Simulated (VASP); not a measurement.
A run of VASP 6.6.1 is set up as follows.

Contents of INCAR:

```
SYSTEM = Ga
  PREC = Accurate
  ENCUT = 500
  EDIFF = 1E-6
  ISMEAR = -1
  SIGMA = 0.1
  LREAL = .FALSE.
  LASPH = .TRUE.
  NELM = 120
  ALGO = Normal
  ISIF = 2
  LWAVE = .FALSE.
  LCHARG = .FALSE.
  GGA = PS
  NBANDS = 12
  GGA_COMPAT = .FALSE.
```

Contents of KPOINTS:

```
Automatic mesh
0
G
  15 15 15
  0 0 0
```

File POSCAR:

```
Ga
1.0
   -1.6721237237      1.6721237237      1.6721237237
    1.6721237237     -1.6721237237      1.6721237237
    1.6721237237      1.6721237237     -1.6721237237
Ga
1
Direct
    0.0000000000      0.0000000000      0.0000000000
```

Potentials or basis: VASP PAW PBE potentials, release 64 (Ga_d).

The run is started by

```console
$ cat potpaw_PBE.64/Ga_d/POTCAR > POTCAR
$ mpirun -np 1 vasp_std > vasp.out
```

Task: Predict the pressure.

Result: -2.2 GPa.

Caveat: the PAW data sets were made with another functional, which shifts forces and pressure a little.
